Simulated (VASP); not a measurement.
# LiNbO3 (LiNbO3 (R3c)) (R3c) in VASP: single point with PBE

Aim: the single point of LiNbO3 (LiNbO3 (R3c)) with PBE.

All numbers are computed with VASP 6.6.1; they aren't measurements. Logs are shortened: lines on timing, memory, paths and dates and some standing lists are left out, and cuts for length are marked.

## 1. The cell of the first run

It takes space group R3c (No. 161, trigonal). The conventional cell has a = 5.190 Å, b = 5.190 Å, c = 14.017 Å, α = 90.00°, β = 90.00°, γ = 120.00°. Within 2.8 Å of Li (site symmetry 3) lie 6 O at 2.08 to 2.27 Å. Within 2.5 Å of Nb (site symmetry 3) lie 6 O at 1.88 to 2.16 Å. O (site symmetry 1) has 2 Nb at 1.88 to 2.16 Å and 2 Li at 2.08 to 2.27 Å within 2.5 Å.

## 2. Single point, PBE

INCAR

```
SYSTEM = LiNbO3
PREC = Accurate
ENCUT = 520
EDIFF = 1E-6
ISMEAR = -1
SIGMA = 0.01
LREAL = .False.
LASPH = .True.
NELM = 100
ALGO = Normal
ISIF = 2
LWAVE = .False.
LCHARG = .True.
GGA = PE
LELF = .True.
LVHAR = .True.
NBANDS = 45
```

KPOINTS

```
Automatic mesh
0
Gamma
  7 7 7
  0 0 0
```

POSCAR

```
LiNbO3
1.0
    2.5949501352      1.4981951591      4.6722232478
   -2.5949501352      1.4981951591      4.6722232478
    0.0000000000     -2.9963903182      4.6722232478
Li Nb O
2 2 6
Direct
    0.7183582876      0.7183582876      0.7183582876
    0.2183582876      0.2183582876      0.2183582876
    0.9994820125      0.9994820125      0.9994820125
    0.4994820125      0.4994820125      0.4994820125
    0.2789058864      0.6419274962      0.8895113174
    0.6419274962      0.8895113174      0.2789058864
    0.8895113174      0.2789058864      0.6419274962
    0.3895113174      0.1419274962      0.7789058864
    0.7789058864      0.3895113174      0.1419274962
    0.1419274962      0.7789058864      0.3895113174
```

Potentials or basis: VASP PAW PBE potentials, release 64 (Li_sv, Nb_sv, O).

Launch:

```sh
$ cat potpaw_PBE.64/Li_sv/POTCAR potpaw_PBE.64/Nb_sv/POTCAR potpaw_PBE.64/O/POTCAR > POTCAR
$ mpirun -np 1 vasp_std > vasp.out
```

OUTCAR:

```text
SYSTEM = LiNbO3
   PREC = Accurate
   ENCUT = 520
   EDIFF = 1E-6
   ISMEAR = -1
   LREAL = .False.
   LASPH = .True.
   NELM = 100
   ISIF = 2
   GGA = PE

 ion  position               nearest neighbor table
   1  0.718  0.718  0.718-   8 2.08   9 2.08  10 2.08   7 2.27   5 2.27   6 2.27
   2  0.218  0.218  0.218-   6 2.08   7 2.08   5 2.08   9 2.27  10 2.27   8 2.27
   3  0.999  0.999  0.999-   5 1.88   7 1.88   6 1.88   9 2.16  10 2.16   8 2.16
   4  0.499  0.499  0.499-  10 1.88   9 1.88   8 1.88   7 2.16   5 2.16   6 2.16
   5  0.279  0.642  0.890-   3 1.88   2 2.08   4 2.16   1 2.27
   6  0.642  0.890  0.279-   3 1.88   2 2.08   4 2.16   1 2.27
   7  0.890  0.279  0.642-   3 1.88   2 2.08   4 2.16   1 2.27
   8  0.390  0.142  0.779-   4 1.88   1 2.08   3 2.16   2 2.27
   9  0.779  0.390  0.142-   4 1.88   1 2.08   3 2.16   2 2.27
  10  0.142  0.779  0.390-   4 1.88   1 2.08   3 2.16   2 2.27

  LATTYP: Found a trigonal (rhomboedric) cell.
 ALAT       =     5.5504977269
 COS(alpha) =     0.5628563531

  Lattice vectors:

 A1 = (   2.5949501352,   1.4981951591,   4.6722232478)
 A2 = (  -2.5949501352,   1.4981951591,   4.6722232478)
 A3 = (   0.0000000000,  -2.9963903182,   4.6722232478)

Analysis of symmetry for initial positions (statically):
=====================================================================
 Subroutine PRICEL returns:
 Original cell was already a primitive cell.

 Routine SETGRP: Setting up the symmetry group for a
 trigonal (rhombohedral) supercell.

 Subroutine GETGRP returns: Found  6 space group operations
 (whereof  3 operations were pure point group operations)
 out of a pool of 12 trial point group operations.

The static configuration has the point symmetry C_3 .
 The point group associated with its full space group is C_3v.

Analysis of symmetry for dynamics (positions and initial velocities):
=====================================================================
 Subroutine PRICEL returns:
 Original cell was already a primitive cell.

 Routine SETGRP: Setting up the symmetry group for a
 trigonal (rhombohedral) supercell.

 Subroutine GETGRP returns: Found  6 space group operations
 (whereof  3 operations were pure point group operations)
 out of a pool of 12 trial point group operations.

The dynamic configuration has the point symmetry C_3 .
 The point group associated with its full space group is C_3v.

 Subroutine INISYM returns: Found  6 space group operations
 (whereof  3 operations are pure point group operations),
 and found     1 'primitive' translations

----------------------------------------------------------------------------------------

                                     Primitive cell

  volume of cell :     108.9864

  direct lattice vectors                    reciprocal lattice vectors
     2.594950135  1.498195159  4.672223248     0.192681930  0.111244964  0.071343623
    -2.594950135  1.498195159  4.672223248    -0.192681930  0.111244964  0.071343623
     0.000000000 -2.996390318  4.672223248     0.000000000 -0.222489928  0.071343623

  length of vectors
     5.550497727  5.550497727  5.550497727     0.233648626  0.233648626  0.233648626

  position of ions in fractional coordinates (direct lattice)
     0.718358288  0.718358288  0.718358288
     0.218358288  0.218358288  0.218358288
     0.999482013  0.999482013  0.999482013
     0.499482013  0.499482013  0.499482013
     0.278905886  0.641927496  0.889511317
     0.641927496  0.889511317  0.278905886
     0.889511317  0.278905886  0.641927496
     0.389511317  0.141927496  0.778905886
     0.778905886  0.389511317  0.141927496
     0.141927496  0.778905886  0.389511317

  ion indices of the primitive-cell ions
   primitive index   ion index
                 1           1
                 2           2
                 3           3
                 4           4
                 5           5
                 6           6
                 7           7
                 8           8
                 9           9
                10          10

----------------------------------------------------------------------------------------

 KPOINTS: Automatic mesh

Automatic generation of k-mesh.
 Grid dimensions read from file:
 generate k-points for:    7    7    7

 Generating k-lattice:

  Cartesian coordinates                     Fractional coordinates (reciprocal lattice)
     0.027525990  0.015892138  0.010191946     0.142857143  0.000000000 -0.000000000
    -0.027525990  0.015892138  0.010191946     0.000000000  0.142857143 -0.000000000
     0.000000000 -0.031784275  0.010191946    -0.000000000 -0.000000000  0.142857143

  Length of vectors
     0.033378375  0.033378375  0.033378375

  Shift w.r.t. Gamma in fractional coordinates (k-lattice)
     0.000000000  0.000000000  0.000000000

 Subroutine IBZKPT returns following result:
 ===========================================

 Found     44 irreducible k-points:

 Following reciprocal coordinates:
            Coordinates               Weight
  0.000000  0.000000  0.000000      1.000000
  0.142857 -0.000000  0.000000      6.000000
  0.285714 -0.000000 -0.000000      6.000000
  0.428571  0.000000  0.000000      6.000000
  0.142857  0.142857  0.000000      6.000000
  0.285714  0.142857  0.000000     12.000000
[... 16 lines left out ...]
  0.285714  0.285714  0.142857      6.000000
  0.428571  0.285714  0.142857     12.000000
 [... further k-points ...]
   k-points           NKPTS =     44   k-points in BZ     NKDIM =     44   number of bands    NBANDS=     45
   number of dos      NEDOS =    301   number of ions     NIONS =     10
   total plane-waves  NPLWV =  74088
   dimension x,y,z NGX =    42 NGY =   42 NGZ =   42
   dimension x,y,z NGXF=    84 NGYF=   84 NGZF=   84
   ions per type =               2   2   6
   NGX,Y,Z   is equivalent  to a cutoff of  12.58, 12.58, 12.58 a.u.
   NGXF,Y,Z  is equivalent  to a cutoff of  25.16, 25.16, 25.16 a.u.
 SYSTEM =  LiNbO3
   PREC   = accura    normal or accurate (medium, high low for compatibility)
   ISTART =      0    job   : 0-new  1-cont  2-samecut
   ICHARG =      2    charge: 1-file 2-atom 10-const
   ISPIN  =      1    spin polarized calculation?
   LNONCOLLINEAR =      F non collinear calculations
   LSORBIT =      F    spin-orbit coupling
   LASPH  =      T    aspherical Exc in radial PAW
   ENCUT  =  520.0 eV  38.22 Ry    6.18 a.u.  10.32 10.32 10.32*2*pi/ulx,y,z
   NELM   =    100;   NELMIN=  2; NELMDL= -5     # of ELM steps
   EDIFF  = 0.1E-05   stopping-criterion for ELM
   LREAL  =      F    real-space projection
   EDIFFG = 0.1E-04   stopping-criterion for IOM
   NSW    =      0    number of steps for IOM
   IBRION =     -1    ionic relax: 0-MD 1-quasi-New 2-CG
   NFREE  =      0    steps in history (QN), initial steepest desc. (CG)
   ISIF   =      2    stress and relaxation
   ISYM   =      2    0-nonsym 1-usesym 2-fastsym
   POTIM  = 0.5000    time-step for ionic-motion
   TEBEG  =    0.0;   TEEND  =   0.0 temperature during run
   PSTRESS=    0.0 pullay stress
   NELECT =      68.0000    total number of electrons
   NUPDOWN=      -1.0000    fix difference up-down
   EMIN   =  10.00;   EMAX   =-10.00  energy-range for DOS
   EFERMI =   0.00;   METHOD = LEGACY
   ISMEAR =    -1;   SIGMA  =   0.01  broadening in eV -4-tet -1-fermi 0-gaus
   EFERMI_NEDOS =   21; number of points for ismear=-14 and -15
   IALGO  =     38    algorithm
   IMIX   =      4    mixing-type and parameters
     AMIX     =   0.40;   BMIX     =  1.00
     AMIX_MAG =   1.60;   BMIX_MAG =  1.00
  volume/ion in A,a.u.               =      10.90        73.55
  Fermi-wavevector in a.u.,A,eV,Ry     =   1.398901  2.643540 26.625577  1.956925
  Thomas-Fermi vector in A             =   2.522014
   LORBIT       =      0    0 simple, 1 ext, 2 COOP (PROOUT), +10 PAW based schemes
   GGA     = PE    functional components
   LHFCALC =     F    Hartree Fock is set to
   AEXX    =    0.0000 exact exchange contribution
   IVDW    =     0    specifies the selected vdW correction
   LEPSILON=     F    determine dielectric tensor
   LRPA    =     F    only Hartree local field effects (RPA)
 non-spin polarized calculation
  energy-cutoff  :      520.00
  volume of cell :      108.99
 maximum number of plane-waves:      2978
 NGX is ok and might be reduce to    42
   NGX = 21   NGY = 21   NGZ = 21

 number of electron      67.9999999 magnetization

 Free energy of the ion-electron system (eV)
  ---------------------------------------------------
  ext. energy  EPLUGINS =         0.00000000
  ---------------------------------------------------
  free energy    TOTEN  =       -80.04210406 eV

  energy without entropy =      -80.04210406  energy(sigma->0) =      -80.04210406

 E-fermi :   3.6425     XC(G=0): -10.6667

 val. band max:        3.3227501773   @ k =   0.1429   0.1429   0.1429
 cond. band min:       6.8680488822   @ k =  -0.4286   0.2857  -0.0000
 fundamental gap:      3.5452987049
 Fermi energy:         3.6425446156

 k-point     1 :       0.0000    0.0000    0.0000
  band No.  band energies     occupation
      1     -50.9128      2.00000
      2     -50.8995      2.00000
      3     -39.3450      2.00000
      4     -39.3427      2.00000
      5     -27.1864      2.00000
      6     -27.1864      2.00000
[... 37 lines left out ...]
     44      13.0260      0.00000
     45      13.3333      0.00000

 k-point     2 :       0.1429   -0.0000    0.0000
  band No.  band energies     occupation
      1     -50.9121      2.00000
      2     -50.9002      2.00000
      3     -39.3448      2.00000
      4     -39.3428      2.00000
      5     -27.1806      2.00000
      6     -27.1797      2.00000
[... 37 lines left out ...]
     44      12.9582      0.00000
     45      12.9896      0.00000

 k-point     3 :       0.2857   -0.0000   -0.0000
  band No.  band energies     occupation
      1     -50.9103      2.00000
      2     -50.9020      2.00000
      3     -39.3445      2.00000
      4     -39.3432      2.00000
      5     -27.1635      2.00000
      6     -27.1608      2.00000
[... 37 lines left out ...]
     44      12.7958      0.00000
     45      12.8322      0.00000

 k-point     4 :       0.4286    0.0000    0.0000
  band No.  band energies     occupation
      1     -50.9076      2.00000
      2     -50.9046      2.00000
      3     -39.3441      2.00000
      4     -39.3436      2.00000
      5     -27.1369      2.00000
      6     -27.1330      2.00000
[... 901 lines left out ...]
     44      12.5653      0.00000
     45      13.0269      0.00000

 k-point    23 :       0.2857    0.2857    0.1429
  band No.  band energies     occupation
      1     -50.9106      2.00000
      2     -50.9017      2.00000
      3     -39.3446      2.00000
      4     -39.3431      2.00000
      5     -27.1828      2.00000
      6     -27.1567      2.00000
[... 37 lines left out ...]
     44      12.3530      0.00000
     45      13.3660      0.00000

 k-point    24 :       0.4286    0.2857    0.1429
  band No.  band energies     occupation
      1     -50.9092      2.00000
      2     -50.9030      2.00000
      3     -39.3444      2.00000
      4     -39.3433      2.00000
      5     -27.1847      2.00000
      6     -27.1399      2.00000
[... 37 lines left out ...]
     44      12.2966      0.00000
     45      12.8644      0.00000

 [... further k-points ...]
[... 5 lines left out ...]
  --------------------------------------------------------------------------------------
  -------------------------------------------------------------------------------------
  Total       -0.2082347     -0.2082347     -0.2180469      0.0000000      0.0000000      0.0000000
  in kB       -3.0611981     -3.0611981     -3.2054439      0.0000000      0.0000000      0.0000000
  external PRESSURE =      -3.1092800 kB  Pullay stress =       0.0000000 kB

 VOLUME and BASIS-vectors are now :
 -----------------------------------------------------------------------------
  energy-cutoff  :      520.00
  volume of cell :      108.99
      direct lattice vectors                 reciprocal lattice vectors
     2.594950135  1.498195159  4.672223248     0.192681930  0.111244964  0.071343623
    -2.594950135  1.498195159  4.672223248    -0.192681930  0.111244964  0.071343623
     0.000000000 -2.996390318  4.672223248     0.000000000 -0.222489928  0.071343623

 POSITION                                       TOTAL-FORCE (eV/Angst)
 -----------------------------------------------------------------------------------
      0.00000      0.00000     10.06899         0.000000      0.000000     -0.004161
      0.00000      0.00000      3.06066         0.000000      0.000000     -0.004161
      0.00000      0.00000     14.00941         0.000000      0.000000      0.036655
      0.00000      0.00000      7.00107         0.000000      0.000000      0.036655
     -0.94202     -1.28573      8.45833        -0.000910      0.009150     -0.010831
     -0.64247      1.45868      8.45833         0.008379     -0.003787     -0.010831
      1.58449     -0.17295      8.45833        -0.007469     -0.005363     -0.010831
      0.64247     -1.53771      6.12222        -0.008379     -0.003787     -0.010831
      1.01046      1.32525      6.12222         0.007469     -0.005363     -0.010831
     -1.65293      0.21246      6.12222         0.000910      0.009150     -0.010831
 -----------------------------------------------------------------------------------
    total drift:                               -0.000000      0.000001      0.000793

  FREE ENERGIE OF THE ION-ELECTRON SYSTEM (eV)
  ---------------------------------------------------
  free  energy   TOTEN  =       -80.0421040597 eV

  energy  without entropy=      -80.0421040597  energy(sigma->0) =      -80.04210406
```

It took 4.8 min on 1 thread of AMD EPYC 7R13 (Zen 3), shared host; peak memory 0.32 GiB.

Results:

```yaml
Free_energy: -80.0421 eV
Largest_force: 0.037 eV/Å
Band_gap_on_the_k_mesh: 3.55 eV, indirect (least direct gap 3.58 eV)
```

Forces in eV/Å, atoms in the order of the input:
```
Li   0.000  0.000 -0.004
Li   0.000  0.000 -0.004
Nb   0.000  0.000  0.037
Nb   0.000  0.000  0.037
O   -0.001  0.009 -0.011
O    0.008 -0.004 -0.011
O   -0.007 -0.005 -0.011
O   -0.008 -0.004 -0.011
O    0.007 -0.005 -0.011
O    0.001  0.009 -0.011
```

Caveat: the cutoff is under 1.25 times the usual one of these potentials, so pressure, stress and relaxed cells hold a basis-set (Pulay) error. A k mesh can miss the band edges.
